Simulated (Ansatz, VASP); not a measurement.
NaF: VASP beside Ansatz

```
CELL_PARAMETERS angstrom
3.21284 -4.90583 -0.00456
3.20717 4.90226 -0.00253
-2.91109 0.00267 5.35432
ATOMIC_POSITIONS crystal
Na 0.30339 0.99565 0.19945
Na 0.30331 0.99594 0.69942
Na 0.66398 0.66380 0.45662
Na 0.66382 0.66393 0.95658
Na 0.99588 0.30325 0.20123
Na 0.99575 0.30332 0.70124
F 0.69601 0.00388 0.30030
F 0.69575 0.00392 0.80025
F 0.33692 0.33704 0.04389
F 0.33706 0.33688 0.54391
F 0.00385 0.69586 0.29851
F 0.00380 0.69604 0.79851
```

Change from the starting cell: cell x2, atoms moved at random (sigma 0.1 Å) and cell strained at random (1.5 %), then relaxed without symmetry.

Alike in both runs: functional PBE; k mesh 4 × 4 × 4; occupations gaussian, width 0.1 eV; no spin polarisation.

Ansatz relaxed the structure, and its values are those at the end. VASP's run is a single point on that final structure, the one shown.

|  | VASP | Ansatz |
| --- | --- | --- |
| version | VASP 6.6.1 | Ansatz 0.2.0 |
| potentials or method | VASP PAW PBE potentials, release 64 (Na_pv, F), cutoff 520 eV | scalar-relativistic, plane waves, PAW |
| valence electrons in the cell | 84 | 96 |

|  | VASP | Ansatz | Ansatz less VASP |
| --- | --- | --- | --- |
| gap on the k mesh at the Fermi level (eV) | 5.43 | 5.44 | +0.016 |
| least direct gap on the mesh (eV) | 5.45 | 5.47 | +0.016 |
| pressure (GPa) | 0.0 | 0.1 | +0.11 |
| rms of the force components (eV/Å) | 0.004 | 0.001 | -0.0028 |

With one functional, cell and mesh, what is left measures potentials, basis and numerics. VASP's potentials hold 84 valence electrons a cell and Ansatz's 96, so a difference there can come from the potentials and not from the codes.
